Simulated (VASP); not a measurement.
# PbS (I4/mmm) in VASP: notebook

The runs below take PbS through single point, with PBE.

Program: VASP 6.6.1. These are calculated values, not measurements. Logs are shortened: lines on timing, memory, paths and dates and some standing lists are left out, and cuts for length are marked.

### 1 The cell of the first run

It takes space group I4/mmm (No. 139, tetragonal). The conventional cell has a = 4.235 Å, b = 4.235 Å, c = 5.930 Å, α = 90.00°, β = 90.00°, γ = 90.00°. Within 3.9 Å of Pb (site symmetry 4/mmm) lie 6 S at 2.96 to 2.99 Å. S (site symmetry 4/mmm) has 6 Pb at 2.96 to 2.99 Å within 3.9 Å.

### 2 Single point, PBE (strain +0.0100 x Voigt [1, 1, 0, 0, 0, 0])

Contents of INCAR:

```
PREC = Accurate
ENCUT = 520
EDIFF = 1E-6
ISMEAR = 0
SIGMA = 0.03
LREAL = False
LASPH = True
NELM = 80
ALGO = Normal
ISIF = 2
LWAVE = False
LCHARG = False
GGA = PE
NBANDS = 17
```

Contents of KPOINTS:

```
Automatic mesh
0
Gamma
  10 10 10
```

Contents of POSCAR:

```
PbS
1.0
    0.0000000000      2.9946500000      2.9650000000
    2.9946500000      0.0000000000      2.9650000000
    2.9946500000      2.9946500000      0.0000000000
Pb S
1 1
Direct
    0.0000000000      0.0000000000      0.0000000000
    0.5000000000      0.5000000000      0.5000000000
```

Potentials or basis: VASP PAW PBE potentials, release 64 (Pb_d, S).

Command:

```sh
$ cat potpaw_PBE.64/Pb_d/POTCAR potpaw_PBE.64/S/POTCAR > POTCAR
$ mpirun -np 1 vasp_std > vasp.out
```

OUTCAR:

```text
PREC = Accurate
   ENCUT = 520
   EDIFF = 1E-6
   ISMEAR = 0
   LREAL = False
   LASPH = True
   NELM = 80
   ISIF = 2
   GGA = PE

 ion  position               nearest neighbor table
   1  0.000  0.000  0.000-   2 2.96   2 2.96   2 2.99   2 2.99   2 2.99   2 2.99
   2  0.500  0.500  0.500-   1 2.96   1 2.96   1 2.99   1 2.99   1 2.99   1 2.99

  LATTYP: Found a body centered tetragonal cell.
 ALAT       =     4.2350746446
 C/A-ratio  =     1.4002114479

  Lattice vectors:

 A1 = (   0.0000000000,  -2.9946500000,  -2.9650000000)
 A2 = (   0.0000000000,   2.9946500000,  -2.9650000000)
 A3 = (   2.9946500000,   0.0000000000,   2.9650000000)

Analysis of symmetry for initial positions (statically):
=====================================================================
 Subroutine PRICEL returns:
 Original cell was already a primitive cell.

 Routine SETGRP: Setting up the symmetry group for a
 body centered tetragonal supercell.

 Subroutine GETGRP returns: Found 16 space group operations
 (whereof 16 operations were pure point group operations)
 out of a pool of 16 trial point group operations.

The static configuration has the point symmetry D_4h.

Analysis of symmetry for dynamics (positions and initial velocities):
=====================================================================
 Subroutine PRICEL returns:
 Original cell was already a primitive cell.

 Routine SETGRP: Setting up the symmetry group for a
 body centered tetragonal supercell.

 Subroutine GETGRP returns: Found 16 space group operations
 (whereof 16 operations were pure point group operations)
 out of a pool of 16 trial point group operations.

The dynamic configuration has the point symmetry D_4h.

 Subroutine INISYM returns: Found 16 space group operations
 (whereof 16 operations are pure point group operations),
 and found     1 'primitive' translations

----------------------------------------------------------------------------------------

                                     Primitive cell

  volume of cell :      53.1798

  direct lattice vectors                    reciprocal lattice vectors
     0.000000000  2.994650000  2.965000000    -0.166964420  0.166964420  0.168634064
     2.994650000  0.000000000  2.965000000     0.166964420 -0.166964420  0.168634064
     2.994650000  2.994650000  0.000000000     0.166964420  0.166964420 -0.168634064

  length of vectors
     4.214161082  4.214161082  4.235074645     0.290158030  0.290158030  0.290158030

  position of ions in fractional coordinates (direct lattice)
     0.000000000  0.000000000  0.000000000
     0.500000000  0.500000000  0.500000000

  ion indices of the primitive-cell ions
   primitive index   ion index
                 1           1
                 2           2

----------------------------------------------------------------------------------------

 KPOINTS: Automatic mesh

Automatic generation of k-mesh.
 Grid dimensions read from file:
 generate k-points for:   10   10   10

 Generating k-lattice:

  Cartesian coordinates                     Fractional coordinates (reciprocal lattice)
    -0.016696442  0.016696442  0.016863406     0.100000000  0.000000000  0.000000000
     0.016696442 -0.016696442  0.016863406     0.000000000  0.100000000  0.000000000
     0.016696442  0.016696442 -0.016863406    -0.000000000 -0.000000000  0.100000000

  Length of vectors
     0.029015803  0.029015803  0.029015803

  Shift w.r.t. Gamma in fractional coordinates (k-lattice)
     0.000000000  0.000000000  0.000000000

 Subroutine IBZKPT returns following result:
 ===========================================

 Found    102 irreducible k-points:

 Following reciprocal coordinates:
            Coordinates               Weight
  0.000000  0.000000  0.000000      1.000000
  0.100000 -0.000000  0.000000      8.000000
  0.200000 -0.000000  0.000000      8.000000
  0.300000 -0.000000  0.000000      8.000000
  0.400000 -0.000000  0.000000      8.000000
  0.500000  0.000000  0.000000      4.000000
[... 16 lines left out ...]
  0.300000  0.300000  0.000000      2.000000
  0.400000  0.300000  0.000000      8.000000
 [... further k-points ...]
   k-points           NKPTS =    102   k-points in BZ     NKDIM =    102   number of bands    NBANDS=     17
   number of dos      NEDOS =    301   number of ions     NIONS =      2
   total plane-waves  NPLWV =  32768
   dimension x,y,z NGX =    32 NGY =   32 NGZ =   32
   dimension x,y,z NGXF=    64 NGYF=   64 NGZF=   64
   ions per type =               1   1
   NGX,Y,Z   is equivalent  to a cutoff of  12.62, 12.62, 12.56 a.u.
   NGXF,Y,Z  is equivalent  to a cutoff of  25.25, 25.25, 25.12 a.u.
 SYSTEM =  unknown system
   PREC   = accura    normal or accurate (medium, high low for compatibility)
   ISTART =      0    job   : 0-new  1-cont  2-samecut
   ICHARG =      2    charge: 1-file 2-atom 10-const
   ISPIN  =      1    spin polarized calculation?
   LNONCOLLINEAR =      F non collinear calculations
   LSORBIT =      F    spin-orbit coupling
   LASPH  =      T    aspherical Exc in radial PAW
   ENCUT  =  520.0 eV  38.22 Ry    6.18 a.u.   7.84  7.84  7.87*2*pi/ulx,y,z
   NELM   =     80;   NELMIN=  2; NELMDL= -5     # of ELM steps
   EDIFF  = 0.1E-05   stopping-criterion for ELM
   LREAL  =      F    real-space projection
   EDIFFG = 0.1E-04   stopping-criterion for IOM
   NSW    =      0    number of steps for IOM
   IBRION =     -1    ionic relax: 0-MD 1-quasi-New 2-CG
   NFREE  =      0    steps in history (QN), initial steepest desc. (CG)
   ISIF   =      2    stress and relaxation
   ISYM   =      2    0-nonsym 1-usesym 2-fastsym
   POTIM  = 0.5000    time-step for ionic-motion
   TEBEG  =    0.0;   TEEND  =   0.0 temperature during run
   PSTRESS=    0.0 pullay stress
   NELECT =      20.0000    total number of electrons
   NUPDOWN=      -1.0000    fix difference up-down
   EMIN   =  10.00;   EMAX   =-10.00  energy-range for DOS
   EFERMI =   0.00;   METHOD = LEGACY
   ISMEAR =     0;   SIGMA  =   0.03  broadening in eV -4-tet -1-fermi 0-gaus
   EFERMI_NEDOS =   21; number of points for ismear=-14 and -15
   IALGO  =     38    algorithm
   IMIX   =      4    mixing-type and parameters
     AMIX     =   0.40;   BMIX     =  1.00
     AMIX_MAG =   1.60;   BMIX_MAG =  1.00
  volume/ion in A,a.u.               =      26.59       179.44
  Fermi-wavevector in a.u.,A,eV,Ry     =   1.181687  2.233065 18.998968  1.396385
  Thomas-Fermi vector in A             =   2.317956
   LORBIT       =      0    0 simple, 1 ext, 2 COOP (PROOUT), +10 PAW based schemes
   GGA     = PE    functional components
   LHFCALC =     F    Hartree Fock is set to
   AEXX    =    0.0000 exact exchange contribution
   IVDW    =     0    specifies the selected vdW correction
   LEPSILON=     F    determine dielectric tensor
   LRPA    =     F    only Hartree local field effects (RPA)
 non-spin polarized calculation
 Gauss-broadening in eV      SIGMA  =   0.03
  energy-cutoff  :      520.00
  volume of cell :       53.18
 maximum number of plane-waves:      1451
   NGX = 15   NGY = 15   NGZ = 15

 number of electron      20.0000001 magnetization

 Free energy of the ion-electron system (eV)
  ---------------------------------------------------
  ext. energy  EPLUGINS =         0.00000000
  ---------------------------------------------------
  free energy    TOTEN  =        -8.76464955 eV

  energy without entropy =       -8.76464955  energy(sigma->0) =       -8.76464955

 E-fermi :   5.6812     XC(G=0):  -9.5922

 val. band max:        5.5550519259   @ k =   0.5000   0.0000   0.0000
 cond. band min:       5.9849328499   @ k =   0.5000   0.0000   0.0000
 fundamental gap:      0.4298809240
 Fermi energy:         5.6812310613

 k-point     1 :       0.0000    0.0000    0.0000
  band No.  band energies     occupation
      1     -11.2236      2.00000
      2     -11.2206      2.00000
      3     -11.2206      2.00000
      4     -11.2084      2.00000
      5     -11.2012      2.00000
      6      -7.8533      2.00000
[... 9 lines left out ...]
     16      12.3926      0.00000
     17      14.2868      0.00000

 k-point     2 :       0.1000   -0.0000    0.0000
  band No.  band energies     occupation
      1     -11.2222      2.00000
      2     -11.2191      2.00000
      3     -11.2186      2.00000
      4     -11.2088      2.00000
      5     -11.2024      2.00000
      6      -7.7702      2.00000
[... 9 lines left out ...]
     16      12.6148      0.00000
     17      15.0931      0.00000

 k-point     3 :       0.2000   -0.0000    0.0000
  band No.  band energies     occupation
      1     -11.2214      2.00000
      2     -11.2211      2.00000
      3     -11.2182      2.00000
      4     -11.2019      2.00000
      5     -11.2002      2.00000
      6      -7.5323      2.00000
[... 9 lines left out ...]
     16      13.1768      0.00000
     17      16.5626      0.00000

 k-point     4 :       0.3000   -0.0000    0.0000
  band No.  band energies     occupation
      1     -11.2290      2.00000
      2     -11.2257      2.00000
      3     -11.2189      2.00000
      4     -11.1901      2.00000
      5     -11.1892      2.00000
      6      -7.1822      2.00000
[... 9 lines left out ...]
     16      14.0132      0.00000
     17      17.8232      0.00000
[... 343 lines left out ...]
      1     -11.2325      2.00000
      2     -11.2229      2.00000
      3     -11.2135      2.00000
      4     -11.1995      2.00000
      5     -11.1917      2.00000
      6      -7.0609      2.00000
[... 9 lines left out ...]
     16      15.5036      0.00000
     17      15.9204      0.00000

 k-point    23 :       0.3000    0.3000    0.0000
  band No.  band energies     occupation
      1     -11.2781      2.00000
      2     -11.2393      2.00000
      3     -11.1919      2.00000
      4     -11.1835      2.00000
      5     -11.1835      2.00000
      6      -6.9148      2.00000
[... 9 lines left out ...]
     16      15.9919      0.00000
     17      16.4794      0.00000

 k-point    24 :       0.4000    0.3000    0.0000
  band No.  band energies     occupation
      1     -11.2977      2.00000
      2     -11.2394      2.00000
      3     -11.1940      2.00000
      4     -11.1773      2.00000
      5     -11.1732      2.00000
      6      -6.6327      2.00000
[... 9 lines left out ...]
     16      16.5236      0.00000
     17      17.2059      0.00000

 [... further k-points ...]

------------------------ aborting loop because EDIFF is reached ----------------------------------------

  FORCE on cell =-STRESS in cart. coord.  units (eV):
  Direction    XX          YY          ZZ          XY          YZ          ZX
  --------------------------------------------------------------------------------------
  -------------------------------------------------------------------------------------
  Total        0.2046934      0.2046934      0.6056148      0.0000000      0.0000000      0.0000000
  in kB        6.1669097      6.1669097     18.2456884      0.0000000      0.0000000      0.0000000
  external PRESSURE =      10.1931693 kB  Pullay stress =       0.0000000 kB

 VOLUME and BASIS-vectors are now :
 -----------------------------------------------------------------------------
  energy-cutoff  :      520.00
  volume of cell :       53.18
      direct lattice vectors                 reciprocal lattice vectors
     0.000000000  2.994650000  2.965000000    -0.166964420  0.166964420  0.168634064
     2.994650000  0.000000000  2.965000000     0.166964420 -0.166964420  0.168634064
     2.994650000  2.994650000  0.000000000     0.166964420  0.166964420 -0.168634064

 POSITION                                       TOTAL-FORCE (eV/Angst)
 -----------------------------------------------------------------------------------
      0.00000      0.00000      0.00000        -0.000000      0.000000      0.000000
      2.99465      2.99465      2.96500         0.000000     -0.000000      0.000000
 -----------------------------------------------------------------------------------
    total drift:                                0.000000     -0.000000     -0.000000

  FREE ENERGIE OF THE ION-ELECTRON SYSTEM (eV)
  ---------------------------------------------------
  free  energy   TOTEN  =        -8.7646495457 eV

  energy  without entropy=       -8.7646495457  energy(sigma->0) =       -8.76464955
```

It took 31 s on 1 thread of Intel Xeon Platinum 8559C (Emerald Rapids), shared host; peak memory 0.23 GiB.

What came out:

| Item | Value |
| --- | --- |
| Free energy | -8.7646 eV |
| Pressure | 1.0 GPa |
| Band gap on the k mesh | 0.43 eV |

Levels at points of the mesh, in eV from the valence-band top:
| k point | band 8 | band 9 | band 10 | band 11 | band 12 | band 13 |
| --- | --- | --- | --- | --- | --- | --- |
| (0.00, 0.00, 0.00) | -2.11 | -2.03 | -2.03 | 5.10 | 5.10 | 5.32 |
| (0.50, 0.00, 0.00) | -1.69 | -1.67 | 0.00 | 0.43 | 1.99 | 2.05 |
| (0.50, 0.50, 0.00) | -5.03 | -3.31 | -3.31 | 3.94 | 5.59 | 5.59 |
| (0.50, 0.00, 0.50) | -5.01 | -3.34 | -3.24 | 3.98 | 5.49 | 5.54 |

Caveat: the cell differs from its parent crystal (strain +0.0100 x Voigt [1, 1, 0, 0, 0, 0]); spin-orbit coupling is left out, which moves the levels of the heavy elements. A k mesh can miss the band edges.

### 3 Single point, PBE (strain +0.0200 x Voigt [1, 1, 0, 0, 0, 0])

Contents of INCAR:

```
PREC = Accurate
ENCUT = 520
EDIFF = 1E-6
ISMEAR = 0
SIGMA = 0.03
LREAL = F
LASPH = T
NELM = 60
ALGO = Normal
ISIF = 2
LWAVE = F
LCHARG = F
GGA = PE
NBANDS = 17
```

Contents of KPOINTS:

```
regular mesh
0
Gamma
  10 10 10
```

Contents of POSCAR:

```
PbS
1.0
    0.0000000000      3.0243000000      2.9650000000
    3.0243000000      0.0000000000      2.9650000000
    3.0243000000      3.0243000000      0.0000000000
Pb S
1 1
Direct
    0.0000000000      0.0000000000      0.0000000000
    0.5000000000      0.5000000000      0.5000000000
```

Potentials or basis: VASP PAW PBE potentials, release 64 (Pb_d, S).

Command:

```sh
$ cat potpaw_PBE.64/Pb_d/POTCAR potpaw_PBE.64/S/POTCAR > POTCAR
$ mpirun -np 1 vasp_std > vasp.out
```

It took 33 s on 1 thread of Intel Xeon Platinum 8559C (Emerald Rapids), shared host; peak memory 0.23 GiB.

Results (log left out):

| Quantity | Value |
| --- | --- |
| Free energy | -8.7646 eV |
| Pressure | 0.0 GPa |
| Band gap on the k mesh | 0.49 eV |

Stress tensor (GPa, compression positive):
```
-0.75  0.00  0.00
 0.00 -0.75  0.00
 0.00  0.00  1.48
```

Levels at points of the mesh, in eV from the valence-band top:
| k point | band 6 | band 7 | band 8 | band 9 | band 10 | band 11 | band 12 | band 13 | band 14 | band 15 |
| --- | --- | --- | --- | --- | --- | --- | --- | --- | --- | --- |
| (0.00, 0.00, 0.00) | -13.22 | -6.07 | -2.06 | -1.90 | -1.90 | 4.99 | 4.99 | 5.42 | 6.82 | 6.82 |
| (0.50, 0.00, 0.00) | -12.08 | -8.60 | -1.61 | -1.57 | 0.00 | 0.49 | 2.02 | 2.14 | 8.64 | 10.15 |
| (0.50, 0.50, 0.00) | -11.64 | -7.18 | -4.86 | -3.19 | -3.19 | 4.01 | 5.49 | 5.49 | 5.63 | 11.16 |
| (0.50, 0.00, 0.50) | -11.74 | -7.09 | -4.83 | -3.25 | -3.05 | 4.09 | 5.40 | 5.40 | 5.82 | 11.12 |

Caveat: the cell differs from its parent crystal (strain +0.0200 x Voigt [1, 1, 0, 0, 0, 0]); spin-orbit coupling is left out, which moves the levels of the heavy elements. A k mesh can miss the band edges.
